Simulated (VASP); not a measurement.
# TiC2 in VASP: further runs

TiC2 is run at these levels: PBE; tasks: single point, relaxation of cell and atoms.

Program: VASP 6.6.1. These are calculated values, not measurements. Logs are shortened: lines on timing, memory, paths and dates and some standing lists are left out, and cuts for length are marked.

## (1) The cell of the first run

The structure is orthorhombic, space group Pmmm (No. 47). Conventional cell: a = 2.961 Å, b = 2.986 Å, c = 5.470 Å, α = 90.00°, β = 90.00°, γ = 90.00°. Ti (site symmetry mmm) has 8 C at 2.21 Å and 4 Ti at 2.96 to 2.99 Å within 3.0 Å. Within 1.8 Å of C (site symmetry mm2) lie 1 C at 1.36 Å.

The cell was generated, and may not be a known phase.

## (2) Single point, PBE

Input file INCAR:

```
ALGO     = Normal         # electronic algorithm
EDIFF    = 1E-6           # SCF threshold, eV
ENCUT    = 520            # plane-wave cutoff, eV
GGA      = PE             # functional
ISIF     = 2              # what is computed and relaxed
ISMEAR   = 0              # smearing method
LASPH    = T              # aspherical terms in the spheres
LCHARG   = T              # write CHGCAR
LELF     = T              # ELF
LREAL    = F              # projectors in reciprocal space
LVHAR    = T            
LWAVE    = F              # write WAVECAR
NBANDS   = 29             # bands
NELM     = 60             # most SCF steps
PREC     = Accurate       # precision mode
SIGMA    = 0.1            # smearing width, eV
```

Input file KPOINTS:

```
k-points
0
Gamma
  6 4 4
```

Input file POSCAR:

```
TiC2
1.0
    2.9858752079      0.0000000000      0.0000000000
    0.0000000000      5.4696993761      0.0000000000
    0.0000000000      0.0000000000      5.9216030312
Ti C
2 4
Direct
    0.0000000000      0.5000000000      0.8140252835
    0.0000000000      0.5000000000      0.3140252835
    0.4999997696      0.6246953870      0.5640374121
    0.5000002304      0.3753046130      0.5640374121
    0.4999997696      0.3753046130      0.0640374121
    0.5000002304      0.6246953870      0.0640374121
```

Potentials or basis: VASP PAW PBE potentials, release 64 (Ti_sv, C).

On the command line:

```console
$ cat potpaw_PBE.64/Ti_sv/POTCAR potpaw_PBE.64/C/POTCAR > POTCAR
$ mpirun -np 1 vasp_std > vasp.out
```

OUTCAR:

```text
EDIFF = 1E-6
   ENCUT = 520
   GGA = PE
   ISIF = 2
   ISMEAR = 0
   LASPH = T
   LREAL = F
   NELM = 60
   PREC = Accurate

 ion  position               nearest neighbor table
   1  0.000  0.500  0.814-   3 2.21   4 2.21   4 2.21   3 2.21   6 2.21   5 2.21   6 2.21   5 2.21

   2  0.000  0.500  0.314-   5 2.21   6 2.21   6 2.21   5 2.21   4 2.21   3 2.21   3 2.21   4 2.21

   3  0.500  0.625  0.564-   4 1.36   1 2.21   1 2.21   2 2.21   2 2.21
   4  0.500  0.375  0.564-   3 1.36   1 2.21   1 2.21   2 2.21   2 2.21
   5  0.500  0.375  0.064-   6 1.36   2 2.21   2 2.21   1 2.21   1 2.21
   6  0.500  0.625  0.064-   5 1.36   2 2.21   2 2.21   1 2.21   1 2.21

  LATTYP: Found a simple orthorhombic cell.
 ALAT       =     2.9858752079
 B/A-ratio  =     1.8318579965
 C/A-ratio  =     1.9832051305

  Lattice vectors:

 A1 = (   2.9858752079,   0.0000000000,   0.0000000000)
 A2 = (   0.0000000000,   5.4696993761,   0.0000000000)
 A3 = (   0.0000000000,   0.0000000000,   5.9216030312)

Analysis of symmetry for initial positions (statically):
=====================================================================
 Subroutine PRICEL returns following result:

  LATTYP: Found a simple orthorhombic cell.
 ALAT       =     2.9608015156
 B/A-ratio  =     1.0084685489
 C/A-ratio  =     1.8473711754

  Lattice vectors:

 A1 = (   0.0000000000,   0.0000000000,   2.9608015156)
 A2 = (   2.9858752079,   0.0000000000,   0.0000000000)
 A3 = (   0.0000000000,   5.4696993761,   0.0000000000)

   2 primitive cells build up your supercell.

 Routine SETGRP: Setting up the symmetry group for a
 simple orthorhombic supercell.

 Subroutine GETGRP returns: Found  4 space group operations
 (whereof  4 operations were pure point group operations)
 out of a pool of  8 trial point group operations.

The static configuration has the point symmetry C_2v.

Analysis of symmetry for dynamics (positions and initial velocities):
=====================================================================
 Subroutine PRICEL returns following result:

  LATTYP: Found a simple orthorhombic cell.
 ALAT       =     2.9608015156
 B/A-ratio  =     1.0084685489
 C/A-ratio  =     1.8473711754

  Lattice vectors:

 A1 = (   0.0000000000,   0.0000000000,   2.9608015156)
 A2 = (   2.9858752079,   0.0000000000,   0.0000000000)
 A3 = (   0.0000000000,   5.4696993761,   0.0000000000)

   2 primitive cells build up your supercell.

 Routine SETGRP: Setting up the symmetry group for a
 simple orthorhombic supercell.

 Subroutine GETGRP returns: Found  4 space group operations
 (whereof  4 operations were pure point group operations)
 out of a pool of  8 trial point group operations.

The dynamic configuration has the point symmetry C_2v.

 Subroutine INISYM returns: Found  4 space group operations
 (whereof  4 operations are pure point group operations),
 and found     2 'primitive' translations

----------------------------------------------------------------------------------------

                                     Primitive cell

  volume of cell :      48.3553

  direct lattice vectors                    reciprocal lattice vectors
     0.000000000  0.000000000  2.960801516     0.000000000  0.000000000  0.337746382
     2.985875208  0.000000000  0.000000000     0.334910179  0.000000000  0.000000000
     0.000000000  5.469699376  0.000000000     0.000000000  0.182825404  0.000000000

  length of vectors
     2.960801516  2.985875208  5.469699376     0.337746382  0.334910179  0.182825404

  position of ions in fractional coordinates (direct lattice)
     0.628050567  0.000000000  0.500000000
     0.128074824  0.499999770  0.624695387
     0.128074824  0.500000230  0.375304613

  ion indices of the primitive-cell ions
   primitive index   ion index
                 1           1
                 2           3
                 3           4

----------------------------------------------------------------------------------------

 KPOINTS: k-points

Automatic generation of k-mesh.
 Grid dimensions read from file:
 generate k-points for:    6    4    4

 Generating k-lattice:

  Cartesian coordinates                     Fractional coordinates (reciprocal lattice)
     0.055818363  0.000000000  0.000000000     0.166666667  0.000000000  0.000000000
     0.000000000  0.045706351  0.000000000     0.000000000  0.250000000  0.000000000
     0.000000000  0.000000000  0.042218298     0.000000000  0.000000000  0.250000000

  Length of vectors
     0.055818363  0.045706351  0.042218298

  Shift w.r.t. Gamma in fractional coordinates (k-lattice)
     0.000000000  0.000000000  0.000000000

 Subroutine IBZKPT returns following result:
 ===========================================

 Found     36 irreducible k-points:

 Following reciprocal coordinates:
            Coordinates               Weight
  0.000000  0.000000  0.000000      1.000000
  0.166667  0.000000  0.000000      2.000000
  0.333333  0.000000  0.000000      2.000000
  0.500000  0.000000  0.000000      1.000000
  0.000000  0.250000  0.000000      2.000000
  0.166667  0.250000  0.000000      4.000000
[... 16 lines left out ...]
  0.333333  0.500000  0.250000      4.000000
  0.500000  0.500000  0.250000      2.000000
 [... further k-points ...]
   k-points           NKPTS =     36   k-points in BZ     NKDIM =     36   number of bands    NBANDS=     29
   number of dos      NEDOS =    301   number of ions     NIONS =      6
   total plane-waves  NPLWV =  48384
   dimension x,y,z NGX =    24 NGY =   42 NGZ =   48
   dimension x,y,z NGXF=    48 NGYF=   84 NGZF=   96
   ions per type =               2   4
   NGX,Y,Z   is equivalent  to a cutoff of  13.36, 12.77, 13.48 a.u.
   NGXF,Y,Z  is equivalent  to a cutoff of  26.73, 25.53, 26.95 a.u.
 SYSTEM =  unknown system
   PREC   = accura    normal or accurate (medium, high low for compatibility)
   ISTART =      0    job   : 0-new  1-cont  2-samecut
   ICHARG =      2    charge: 1-file 2-atom 10-const
   ISPIN  =      1    spin polarized calculation?
   LNONCOLLINEAR =      F non collinear calculations
   LSORBIT =      F    spin-orbit coupling
   LASPH  =      T    aspherical Exc in radial PAW
   ENCUT  =  520.0 eV  38.22 Ry    6.18 a.u.   5.55 10.17 11.01*2*pi/ulx,y,z
   NELM   =     60;   NELMIN=  2; NELMDL= -5     # of ELM steps
   EDIFF  = 0.1E-05   stopping-criterion for ELM
   LREAL  =      F    real-space projection
   EDIFFG = 0.1E-04   stopping-criterion for IOM
   NSW    =      0    number of steps for IOM
   IBRION =     -1    ionic relax: 0-MD 1-quasi-New 2-CG
   NFREE  =      0    steps in history (QN), initial steepest desc. (CG)
   ISIF   =      2    stress and relaxation
   ISYM   =      2    0-nonsym 1-usesym 2-fastsym
   POTIM  = 0.5000    time-step for ionic-motion
   TEBEG  =    0.0;   TEEND  =   0.0 temperature during run
   PSTRESS=    0.0 pullay stress
   NELECT =      40.0000    total number of electrons
   NUPDOWN=      -1.0000    fix difference up-down
   EMIN   =  10.00;   EMAX   =-10.00  energy-range for DOS
   EFERMI =   0.00;   METHOD = LEGACY
   ISMEAR =     0;   SIGMA  =   0.10  broadening in eV -4-tet -1-fermi 0-gaus
   EFERMI_NEDOS =   21; number of points for ismear=-14 and -15
   IALGO  =     38    algorithm
   IMIX   =      4    mixing-type and parameters
     AMIX     =   0.40;   BMIX     =  1.00
     AMIX_MAG =   1.60;   BMIX_MAG =  1.00
  volume/ion in A,a.u.               =      16.12       108.77
  Fermi-wavevector in a.u.,A,eV,Ry     =   1.219748  2.304989 20.242538  1.487785
  Thomas-Fermi vector in A             =   2.354989
   LORBIT       =      0    0 simple, 1 ext, 2 COOP (PROOUT), +10 PAW based schemes
   GGA     = PE    functional components
   LHFCALC =     F    Hartree Fock is set to
   AEXX    =    0.0000 exact exchange contribution
   IVDW    =     0    specifies the selected vdW correction
   LEPSILON=     F    determine dielectric tensor
   LRPA    =     F    only Hartree local field effects (RPA)
 non-spin polarized calculation
 Gauss-broadening in eV      SIGMA  =   0.10
  energy-cutoff  :      520.00
  volume of cell :       96.71
 maximum number of plane-waves:      2634
 NGX is ok and might be reduce to    24
   NGX = 11   NGY = 21   NGZ = 23

 number of electron      39.9999999 magnetization

 Free energy of the ion-electron system (eV)
  ---------------------------------------------------
  ext. energy  EPLUGINS =         0.00000000
  ---------------------------------------------------
  free energy    TOTEN  =       -48.52159653 eV

  energy without entropy =      -48.51300444  energy(sigma->0) =      -48.51730049

 E-fermi :   2.5664     XC(G=0):  -8.7320

 val. band max:        2.5219054263   @ k =   0.1667   0.5000   0.0000
 cond. band min:       2.7458754362   @ k =   0.1667   0.5000   0.0000
 fundamental gap:      0.2239700099
 Fermi energy:         2.5663841633

 k-point     1 :       0.0000    0.0000    0.0000
  band No.  band energies     occupation
      1     -54.6921      2.00000
      2     -54.6539      2.00000
      3     -31.2129      2.00000
      4     -30.9196      2.00000
      5     -30.8803      2.00000
      6     -30.8466      2.00000
[... 21 lines left out ...]
     28       5.5560      0.00000
     29       7.4132      0.00000

 k-point     2 :       0.1667    0.0000    0.0000
  band No.  band energies     occupation
      1     -54.6834      2.00000
      2     -54.6455      2.00000
      3     -31.1904      2.00000
      4     -30.9426      2.00000
      5     -30.9104      2.00000
      6     -30.8790      2.00000
[... 21 lines left out ...]
     28       5.9642      0.00000
     29       7.9469      0.00000

 k-point     3 :       0.3333    0.0000    0.0000
  band No.  band energies     occupation
      1     -54.6658      2.00000
      2     -54.6287      2.00000
      3     -31.1448      2.00000
      4     -31.1303      2.00000
      5     -31.0448      2.00000
      6     -30.8922      2.00000
[... 21 lines left out ...]
     28       6.7660      0.00000
     29       7.7840      0.00000

 k-point     4 :       0.5000    0.0000    0.0000
  band No.  band energies     occupation
      1     -54.6570      2.00000
      2     -54.6203      2.00000
      3     -31.2221      2.00000
      4     -31.1263      2.00000
      5     -31.1218      2.00000
      6     -30.8830      2.00000
[... 21 lines left out ...]
     28       6.3489      0.00000
     29       7.4785      0.00000

 k-point     5 :       0.0000    0.2500    0.0000
  band No.  band energies     occupation
      1     -54.6921      2.00000
      2     -54.6539      2.00000
      3     -31.2129      2.00000
      4     -30.9196      2.00000
      5     -30.8804      2.00000
      6     -30.8466      2.00000
[... 21 lines left out ...]
     28       5.4938      0.00000
     29       7.4013      0.00000
[... 510 lines left out ...]
     28       6.0044      0.00000
     29       7.8108      0.00000

 k-point    22 :       0.1667    0.5000    0.2500
  band No.  band energies     occupation
      1     -54.6778      2.00000
      2     -54.6511      2.00000
      3     -31.1354      2.00000
      4     -30.9342      2.00000
      5     -30.9049      2.00000
      6     -30.8881      2.00000
[... 21 lines left out ...]
     28       5.7366      0.00000
     29       7.3826      0.00000

 k-point    23 :       0.3333    0.5000    0.2500
  band No.  band energies     occupation
      1     -54.6604      2.00000
      2     -54.6342      2.00000
      3     -31.1181      2.00000
      4     -31.0942      2.00000
      5     -31.0558      2.00000
      6     -30.8866      2.00000
[... 21 lines left out ...]
     28       6.6469      0.00000
     29       7.1114      0.00000

 k-point    24 :       0.5000    0.5000    0.2500
  band No.  band energies     occupation
      1     -54.6517      2.00000
      2     -54.6257      2.00000
      3     -31.2082      2.00000
      4     -31.1405      2.00000
      5     -31.0711      2.00000
      6     -30.8775      2.00000
[... 21 lines left out ...]
     28       6.6065      0.00000
     29       7.9982      0.00000

 [... further k-points ...]

------------------------ aborting loop because EDIFF is reached ----------------------------------------

  FORCE on cell =-STRESS in cart. coord.  units (eV):
  Direction    XX          YY          ZZ          XY          YZ          ZX
  --------------------------------------------------------------------------------------
  -------------------------------------------------------------------------------------
  Total        0.1442767      0.5359065      0.1753474      0.0000000      0.0000000      0.0000000
  in kB        2.3901891      8.8782062      2.9049284      0.0000000      0.0000000      0.0000000
  external PRESSURE =       4.7244412 kB  Pullay stress =       0.0000000 kB

 VOLUME and BASIS-vectors are now :
 -----------------------------------------------------------------------------
  energy-cutoff  :      520.00
  volume of cell :       96.71
      direct lattice vectors                 reciprocal lattice vectors
     2.985875208  0.000000000  0.000000000     0.334910179  0.000000000  0.000000000
     0.000000000  5.469699376  0.000000000     0.000000000  0.182825404  0.000000000
     0.000000000  0.000000000  5.921603031     0.000000000  0.000000000  0.168873191

 POSITION                                       TOTAL-FORCE (eV/Angst)
 -----------------------------------------------------------------------------------
      0.00000      2.73485      4.82033         0.000000      0.000000      0.001162
      0.00000      2.73485      1.85953         0.000000      0.000000      0.001162
      1.49294      3.41690      3.34001        -0.000000      0.135782     -0.000581
      1.49294      2.05280      3.34001        -0.000000     -0.135782     -0.000581
      1.49294      2.05280      0.37920        -0.000000     -0.135782     -0.000581
      1.49294      3.41690      0.37920        -0.000000      0.135782     -0.000581
 -----------------------------------------------------------------------------------
    total drift:                                0.000000      0.000000      0.000467

  FREE ENERGIE OF THE ION-ELECTRON SYSTEM (eV)
  ---------------------------------------------------
  free  energy   TOTEN  =       -48.5215965333 eV

  energy  without entropy=      -48.5130044413  energy(sigma->0) =      -48.51730049
```

Wall time 2 min (1 thread of Intel Xeon 6975P-C (Granite Rapids), shared host); peak memory 0.25 GiB.

What came out:

| Property | Result |
| --- | --- |
| Free energy | -48.5216 eV |
| Pressure | 0.5 GPa |
| Largest force | 0.136 eV/Å |
| Band gap on the k mesh | zero (bands 20 and 21 overlap by 0.75 eV) |

Forces in eV/Å, atoms in the order of the input:
```
Ti   0.000  0.000  0.001
Ti   0.000  0.000  0.001
C    0.000  0.136 -0.001
C    0.000 -0.136 -0.001
C    0.000 -0.136 -0.001
C    0.000  0.136 -0.001
```

Stress tensor (GPa, compression positive):
```
0.24 0.00 0.00
0.00 0.89 0.00
0.00 0.00 0.29
```

(Continued in part 2 of 2.)

The gap in the log of VASP goes by the Fermi energy; the results here count the filled bands.